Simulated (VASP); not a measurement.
# Ir (Fm-3m) in VASP: further runs

Ir is run at these levels: PBE; tasks: single point, relaxation of cell and atoms.

All numbers are computed with VASP 6.6.1; they aren't measurements. Logs are shortened: lines on timing, memory, paths and dates and some standing lists are left out, and cuts for length are marked.

## (1) The cell of the first run

It takes space group Fm-3m (No. 225, cubic). The conventional cell has a = 3.854 Å, b = 3.854 Å, c = 3.854 Å, α = 90.00°, β = 90.00°, γ = 90.00°. Ir (site symmetry m-3m) has 12 Ir at 2.73 Å within 3.6 Å.

## (2) Single point, PBE

INCAR reads:

```
SYSTEM = Ir
PREC     = Accurate       ! precision mode
ENCUT    = 520            ! plane-wave cutoff, eV
EDIFF    = 1E-6           ! SCF threshold, eV
ISMEAR   = 0              ! smearing method
SIGMA    = 0.1            ! smearing width, eV
LREAL    = .False.        ! projectors in reciprocal space
LASPH    = .True.         ! aspherical terms in the spheres
NELM     = 80             ! most SCF steps
ALGO     = Normal         ! electronic algorithm
ISIF     = 2              ! what is computed and relaxed
LWAVE    = .False.        ! write WAVECAR
LCHARG   = .False.        ! write CHGCAR
GGA      = PE             ! functional
NBANDS   = 10             ! bands
```

KPOINTS reads:

```
regular mesh
0
Gamma
  8 8 8
  0 0 0
```

POSCAR reads:

```
Ir
1.0
    0.0000000000      1.9269646700      1.9269646700
    1.9269646700      0.0000000000      1.9269646700
    1.9269646700      1.9269646700      0.0000000000
Ir
1
Direct
    0.0000000000      0.0000000000      0.0000000000
```

Potentials or basis: VASP PAW PBE potentials, release 64 (Ir).

Launch:

```sh
> cat potpaw_PBE.64/Ir/POTCAR > POTCAR
> mpirun -np 1 vasp_std > vasp.out
```

OUTCAR:

```text
SYSTEM = Ir
   PREC = Accurate
   ENCUT = 520
   EDIFF = 1E-6
   ISMEAR = 0
   LREAL = .False.
   LASPH = .True.
   NELM = 80
   ISIF = 2
   GGA = PE

 ion  position               nearest neighbor table
   1  0.000  0.000  0.000-

  LATTYP: Found a face centered cubic cell.
 ALAT       =     3.8539293400

  Lattice vectors:

 A1 = (   0.0000000000,   1.9269646700,   1.9269646700)
 A2 = (   1.9269646700,   0.0000000000,   1.9269646700)
 A3 = (   1.9269646700,   1.9269646700,   0.0000000000)

Analysis of symmetry for initial positions (statically):
=====================================================================
 Subroutine PRICEL returns:
 Original cell was already a primitive cell.

 Routine SETGRP: Setting up the symmetry group for a
 face centered cubic supercell.

 Subroutine GETGRP returns: Found 48 space group operations
 (whereof 48 operations were pure point group operations)
 out of a pool of 48 trial point group operations.

The static configuration has the point symmetry O_h .

Analysis of symmetry for dynamics (positions and initial velocities):
=====================================================================
 Subroutine PRICEL returns:
 Original cell was already a primitive cell.

 Routine SETGRP: Setting up the symmetry group for a
 face centered cubic supercell.

 Subroutine GETGRP returns: Found 48 space group operations
 (whereof 48 operations were pure point group operations)
 out of a pool of 48 trial point group operations.

The dynamic configuration has the point symmetry O_h .

 Subroutine INISYM returns: Found 48 space group operations
 (whereof 48 operations are pure point group operations),
 and found     1 'primitive' translations

----------------------------------------------------------------------------------------

                                     Primitive cell

  volume of cell :      14.3104

  direct lattice vectors                    reciprocal lattice vectors
     0.000000000  1.926964670  1.926964670    -0.259475437  0.259475437  0.259475437
     1.926964670  0.000000000  1.926964670     0.259475437 -0.259475437  0.259475437
     1.926964670  1.926964670  0.000000000     0.259475437  0.259475437 -0.259475437

  length of vectors
     2.725139571  2.725139571  2.725139571     0.449424640  0.449424640  0.449424640

  position of ions in fractional coordinates (direct lattice)
     0.000000000  0.000000000  0.000000000

  ion indices of the primitive-cell ions
   primitive index   ion index
                 1           1

----------------------------------------------------------------------------------------

 KPOINTS: regular mesh

Automatic generation of k-mesh.
 Grid dimensions read from file:
 generate k-points for:    8    8    8

 Generating k-lattice:

  Cartesian coordinates                     Fractional coordinates (reciprocal lattice)
    -0.032434430  0.032434430  0.032434430     0.125000000  0.000000000  0.000000000
     0.032434430 -0.032434430  0.032434430     0.000000000  0.125000000  0.000000000
     0.032434430  0.032434430 -0.032434430     0.000000000  0.000000000  0.125000000

  Length of vectors
     0.056178080  0.056178080  0.056178080

  Shift w.r.t. Gamma in fractional coordinates (k-lattice)
     0.000000000  0.000000000  0.000000000

 Subroutine IBZKPT returns following result:
 ===========================================

 Found     29 irreducible k-points:

 Following reciprocal coordinates:
            Coordinates               Weight
  0.000000  0.000000  0.000000      1.000000
  0.125000  0.000000  0.000000      8.000000
  0.250000  0.000000  0.000000      8.000000
  0.375000  0.000000  0.000000      8.000000
  0.500000  0.000000  0.000000      4.000000
  0.125000  0.125000  0.000000      6.000000
[... 16 lines left out ...]
  0.500000  0.250000  0.125000     48.000000
 -0.375000  0.250000  0.125000     24.000000
 [... further k-points ...]
   k-points           NKPTS =     29   k-points in BZ     NKDIM =     29   number of bands    NBANDS=     10
   number of dos      NEDOS =    301   number of ions     NIONS =      1
   total plane-waves  NPLWV =   8000
   dimension x,y,z NGX =    20 NGY =   20 NGZ =   20
   dimension x,y,z NGXF=    40 NGYF=   40 NGZF=   40
   ions per type =               1
   NGX,Y,Z   is equivalent  to a cutoff of  12.20, 12.20, 12.20 a.u.
   NGXF,Y,Z  is equivalent  to a cutoff of  24.40, 24.40, 24.40 a.u.
 SYSTEM =  Ir
   PREC   = accura    normal or accurate (medium, high low for compatibility)
   ISTART =      0    job   : 0-new  1-cont  2-samecut
   ICHARG =      2    charge: 1-file 2-atom 10-const
   ISPIN  =      1    spin polarized calculation?
   LNONCOLLINEAR =      F non collinear calculations
   LSORBIT =      F    spin-orbit coupling
   LASPH  =      T    aspherical Exc in radial PAW
   ENCUT  =  520.0 eV  38.22 Ry    6.18 a.u.   5.07  5.07  5.07*2*pi/ulx,y,z
   NELM   =     80;   NELMIN=  2; NELMDL= -5     # of ELM steps
   EDIFF  = 0.1E-05   stopping-criterion for ELM
   LREAL  =      F    real-space projection
   EDIFFG = 0.1E-04   stopping-criterion for IOM
   NSW    =      0    number of steps for IOM
   IBRION =     -1    ionic relax: 0-MD 1-quasi-New 2-CG
   NFREE  =      0    steps in history (QN), initial steepest desc. (CG)
   ISIF   =      2    stress and relaxation
   ISYM   =      2    0-nonsym 1-usesym 2-fastsym
   POTIM  = 0.5000    time-step for ionic-motion
   TEBEG  =    0.0;   TEEND  =   0.0 temperature during run
   PSTRESS=    0.0 pullay stress
   NELECT =       9.0000    total number of electrons
   NUPDOWN=      -1.0000    fix difference up-down
   EMIN   =  10.00;   EMAX   =-10.00  energy-range for DOS
   EFERMI =   0.00;   METHOD = LEGACY
   ISMEAR =     0;   SIGMA  =   0.10  broadening in eV -4-tet -1-fermi 0-gaus
   EFERMI_NEDOS =   21; number of points for ismear=-14 and -15
   IALGO  =     38    algorithm
   IMIX   =      4    mixing-type and parameters
     AMIX     =   0.40;   BMIX     =  1.00
     AMIX_MAG =   1.60;   BMIX_MAG =  1.00
  volume/ion in A,a.u.               =      14.31        96.57
  Fermi-wavevector in a.u.,A,eV,Ry     =   1.402615  2.650559 26.767147  1.967330
  Thomas-Fermi vector in A             =   2.525359
   LORBIT       =      0    0 simple, 1 ext, 2 COOP (PROOUT), +10 PAW based schemes
   GGA     = PE    functional components
   LHFCALC =     F    Hartree Fock is set to
   AEXX    =    0.0000 exact exchange contribution
   IVDW    =     0    specifies the selected vdW correction
   LEPSILON=     F    determine dielectric tensor
   LRPA    =     F    only Hartree local field effects (RPA)
 non-spin polarized calculation
 Gauss-broadening in eV      SIGMA  =   0.10
  energy-cutoff  :      520.00
  volume of cell :       14.31
 maximum number of plane-waves:       396
   NGX = 11   NGY = 11   NGZ = 11

 number of electron       9.0000000 magnetization

 Free energy of the ion-electron system (eV)
  ---------------------------------------------------
  ext. energy  EPLUGINS =         0.00000000
  ---------------------------------------------------
  free energy    TOTEN  =        -8.77667211 eV

  energy without entropy =       -8.76797643  energy(sigma->0) =       -8.77232427

 E-fermi :  10.2618     XC(G=0): -13.9189

 val. band max:       10.2172702400   @ k =  -0.3750   0.1250   0.0000
 cond. band min:      10.2828471765   @ k =  -0.3750   0.2500   0.0000
 fundamental gap:      0.0655769366
 Fermi energy:        10.2617876014

 k-point     1 :       0.0000    0.0000    0.0000
  band No.  band energies     occupation
      1      -0.7881      2.00000
      2       6.3900      2.00000
      3       6.3900      2.00000
      4       6.3900      2.00000
      5       9.0412      2.00000
      6       9.0412      2.00000
      7      24.5403      0.00000
      8      30.0807      0.00000
      9      30.0807      0.00000
     10      30.0807      0.00000

 k-point     2 :       0.1250    0.0000    0.0000
  band No.  band energies     occupation
      1      -0.1239      2.00000
      2       6.0757      2.00000
      3       6.6501      2.00000
      4       6.6501      2.00000
      5       8.9020      2.00000
      6       8.9020      2.00000
      7      25.6226      0.00000
      8      27.4999      0.00000
      9      31.1717      0.00000
     10      31.1717      0.00000

 k-point     3 :       0.2500    0.0000    0.0000
  band No.  band energies     occupation
      1       1.4012      2.00000
      2       5.8859      2.00000
      3       6.8292      2.00000
      4       6.8292      2.00000
      5       9.2197      2.00000
      6       9.2197      2.00000
      7      23.9566      0.00000
      8      26.9073      0.00000
      9      33.7832      0.00000
     10      33.7835      0.00000

 k-point     4 :       0.3750    0.0000    0.0000
  band No.  band energies     occupation
      1       2.1967      2.00000
      2       6.4860      2.00000
      3       6.4860      2.00000
      4       7.5644      2.00000
      5      10.4081      0.03850
      6      10.4081      0.03849
      7      20.0316      0.00000
      8      24.9928      0.00000
      9      31.5370      0.00000
     10      31.5370      0.00000

 k-point     5 :       0.5000    0.0000    0.0000
  band No.  band energies     occupation
      1       2.2262      2.00000
      2       6.2943      2.00000
      3       6.2943      2.00000
      4       9.4803      2.00000
      5      11.0906      0.00000
      6      11.0906      0.00000
      7      17.3586      0.00000
      8      24.0947      0.00000
      9      29.8984      0.00000
     10      29.8984      0.00000

 k-point     6 :       0.1250    0.1250    0.0000
  band No.  band energies     occupation
      1       0.1028      2.00000
      2       5.7483      2.00000
      3       6.9012      2.00000
      4       6.9012      2.00000
      5       8.3070      2.00000
      6       9.3042      2.00000
      7      26.0566      0.00000
      8      28.4902      0.00000
      9      30.2625      0.00000
     10      30.2625      0.00000
[... 183 lines left out ...]
 k-point    21 :       0.5000    0.5000    0.0000
  band No.  band energies     occupation
      1       2.4363      2.00000
      2       2.9898      2.00000
      3      11.0651      0.00000
      4      11.6537      0.00000
      5      11.6537      0.00000
      6      11.9046      0.00000
      7      20.5698      0.00000
      8      21.8647      0.00000
      9      21.8647      0.00000
     10      31.2999      0.00000

 k-point    22 :       0.3750    0.2500    0.1250
  band No.  band energies     occupation
      1       2.7855      2.00000
      2       4.7674      2.00000
      3       6.3124      2.00000
      4       8.3754      2.00000
      5       8.4425      2.00000
      6      10.9852      0.00000
      7      24.4449      0.00000
      8      27.0655      0.00000
      9      28.7121      0.00000
     10      30.7578      0.00000

 k-point    23 :       0.5000    0.2500    0.1250
  band No.  band energies     occupation
      1       3.6585      2.00000
      2       5.3043      2.00000
      3       5.6881      2.00000
      4       7.9906      2.00000
      5      10.0619      1.99530
      6      13.0301      0.00000
      7      20.3633      0.00000
      8      25.5698      0.00000
      9      26.9499      0.00000
     10      31.5422      0.00000

 k-point    24 :      -0.3750    0.2500    0.1250
  band No.  band energies     occupation
      1       3.6845      2.00000
      2       5.0728      2.00000
      3       6.6574      2.00000
      4       7.6795      2.00000
      5      10.7771      0.00000
      6      15.3269      0.00000
      7      16.7880      0.00000
      8      25.8790      0.00000
      9      25.9689      0.00000
     10      29.9319      0.00000

 [... further k-points ...]

------------------------ aborting loop because EDIFF is reached ----------------------------------------

  FORCE on cell =-STRESS in cart. coord.  units (eV):
  Direction    XX          YY          ZZ          XY          YZ          ZX
  --------------------------------------------------------------------------------------
  -------------------------------------------------------------------------------------
  Total        0.5901146      0.5901146      0.5901146     -0.0000000     -0.0000000      0.0000000
  in kB       66.0686931     66.0686931     66.0686931     -0.0000000     -0.0000000      0.0000000
  external PRESSURE =      66.0686931 kB  Pullay stress =       0.0000000 kB

 VOLUME and BASIS-vectors are now :
 -----------------------------------------------------------------------------
  energy-cutoff  :      520.00
  volume of cell :       14.31
      direct lattice vectors                 reciprocal lattice vectors
     0.000000000  1.926964670  1.926964670    -0.259475437  0.259475437  0.259475437
     1.926964670  0.000000000  1.926964670     0.259475437 -0.259475437  0.259475437
     1.926964670  1.926964670  0.000000000     0.259475437  0.259475437 -0.259475437

 POSITION                                       TOTAL-FORCE (eV/Angst)
 -----------------------------------------------------------------------------------
      0.00000      0.00000      0.00000         0.000000     -0.000000      0.000000
 -----------------------------------------------------------------------------------
    total drift:                               -0.000000     -0.000000     -0.000000

  FREE ENERGIE OF THE ION-ELECTRON SYSTEM (eV)
  ---------------------------------------------------
  free  energy   TOTEN  =        -8.7766721095 eV

  energy  without entropy=       -8.7679764312  energy(sigma->0) =       -8.77232427
```

Wall time 6.1 s (1 thread of AMD EPYC 7R43 (Zen 3), shared host); peak memory 0.09 GiB.

What came out:

```
Free energy : -8.7767 eV
Pressure    : 6.6 GPa
```

Caveat: spin-orbit coupling is left out, which moves the levels of the heavy elements.

## (3) Single point, PBE

This run uses another cell than the first one, of 14.50 Å³/atom, 1.013 times its volume.

INCAR reads:

```
SYSTEM = Ir
PREC = Accurate
ENCUT = 520
EDIFF = 1E-6
ISMEAR = 0
SIGMA = 0.1
LREAL = .False.
LASPH = .True.
NELM = 100
ALGO = Fast
ISIF = 2
LWAVE = .False.
LCHARG = .False.
GGA = PE
NBANDS = 10
```

KPOINTS reads:

```
regular mesh
0
Gamma
  18 18 18
  0 0 0
```

POSCAR reads:

```
Ir
1.0
    0.0000000000      1.9353263088      1.9353263088
    1.9353263088      0.0000000000      1.9353263088
    1.9353263088      1.9353263088      0.0000000000
Ir
1
Direct
    0.0000000000      0.0000000000      0.0000000000
```

Potentials or basis: VASP PAW PBE potentials, release 64 (Ir).

Launch:

```sh
> cat potpaw_PBE.64/Ir/POTCAR > POTCAR
> mpirun -np 1 vasp_std > vasp.out
```

Run time: 50 s. Hardware: 1 thread of AMD EPYC 7R43 (Zen 3), shared host; peak memory 0.11 GiB.

Results (log left out):

```yaml
Free_energy: -8.8538 eV
Pressure: 0.4 GPa
```

Levels at points of the mesh, in eV from the Fermi level:
| k point | band 1 | band 2 | band 3 | band 4 | band 5 | band 6 | band 7 | band 8 | band 9 |
| --- | --- | --- | --- | --- | --- | --- | --- | --- | --- |
| (0.00, 0.00, 0.00) | -10.89 | -3.77 | -3.77 | -3.77 | -1.19 | -1.19 | 14.34 | 19.78 | 19.78 |
| (0.50, 0.00, 0.00) | -7.87 | -3.87 | -3.87 | -0.73 | 0.82 | 0.82 | 6.99 | 13.88 | 19.55 |
| (0.50, 0.50, 0.00) | -7.66 | -7.11 | 0.79 | 1.38 | 1.38 | 1.67 | 10.15 | 11.56 | 11.56 |

Caveat: spin-orbit coupling is left out, which moves the levels of the heavy elements.

## (4) Relaxation of cell and atoms, PBE

INCAR reads:

```
SYSTEM = Ir
PREC = Accurate
ENCUT = 600
EDIFF = 1E-6
ISMEAR = 0
SIGMA = 0.1
LREAL = .FALSE.
LASPH = .TRUE.
NELM = 80
ALGO = Normal
ISIF = 3
LWAVE = .FALSE.
LCHARG = .FALSE.
GGA = PE
IBRION = 2
NSW = 100
EDIFFG = -0.005
```

KPOINTS reads:

```
regular mesh
0
G
  18 18 18
  0 0 0
```

POSCAR reads:

```
Ir
1.0
    0.0000000000      1.9269646700      1.9269646700
    1.9269646700      0.0000000000      1.9269646700
    1.9269646700      1.9269646700      0.0000000000
Ir
1
Direct
    0.0000000000      0.0000000000      0.0000000000
```

Launch:

```sh
> cat potpaw_PBE.64/Ir/POTCAR > POTCAR
> mpirun -np 1 vasp_std > vasp.out
```

Run time: 1.8 min. Hardware: 1 thread of AMD EPYC 7R43 (Zen 3), shared host; peak memory 0.15 GiB.

It converged, with:

```yaml
Free_energy: -8.8540 eV
Relaxed_volume: 14.52 Å³/atom
Relaxed_cell: a = 2.738 Å, b = 2.738 Å, c = 2.738 Å, α = 60.00°, β = 60.00°, γ = 60.00°
Space_group_after_relaxing_to_0.05_Å: Fm-3m (No. 225)
Energy_gained_by_relaxing: 3.4 meV/atom
Ionic_steps: 4
Pressure_after_relaxing: 0.0 GPa
```

Step by step:
```
step  energy change (eV)  largest force (eV/Å)  pressure (GPa)  volume (Å³)
   1              0.0000                0.0000            5.30        14.31
   2              0.0390                0.0000          -16.19        15.31
   3             -0.0034                0.0000           -0.10        14.53
   4             -0.0034                0.0000            0.00        14.52
```

Final structure:
```yaml
crystal:
  lattice:
    - [0.00000, 1.93639, 1.93639]
    - [1.93639, 0.00000, 1.93639]
    - [1.93639, 1.93639, 0.00000]
  atoms:
    - { symbol: Ir, position: [0.00000, 0.00000, 0.00000] }
```

Levels at points of the mesh, in eV from the Fermi level:
| k point | band 2 | band 3 | band 4 | band 5 | band 6 | band 7 |
| --- | --- | --- | --- | --- | --- | --- |
| (0.00, 0.00, 0.00) | -3.76 | -3.76 | -3.76 | -1.19 | -1.19 | 14.34 |
| (0.50, 0.00, 0.00) | -3.86 | -3.86 | -0.72 | 0.82 | 0.82 | 6.97 |
| (0.50, 0.50, 0.00) | -7.09 | 0.79 | 1.37 | 1.37 | 1.67 | 10.13 |

Caveat: spin-orbit coupling is left out, which moves the levels of the heavy elements.

## (5) Summary

```csv
task,cell,k mesh,cutoff (eV),gap on the mesh (eV),pressure (GPa)
single point,"a = 2.725 Å, angles 60.0°, 1 atom",8 × 8 × 8,520,none,6.6
single point,"a = 2.737 Å, angles 60.0°, 1 atom",18 × 18 × 18,520,none,0.4
relaxation of cell and atoms,"relaxed from a = 2.725 Å, angles 60.0°, 1 atom",18 × 18 × 18,600,none,0.0
```

Alike in all rows: level PBE; potentials or basis VASP PAW PBE potentials, release 64 (Ir); no spin polarisation; smearing gaussian 0.1 eV.

Caveats: spin-orbit coupling is left out, which moves the levels of the heavy elements.

Total energies depend on the potentials used, so only differences within one code and one set of settings carry meaning.
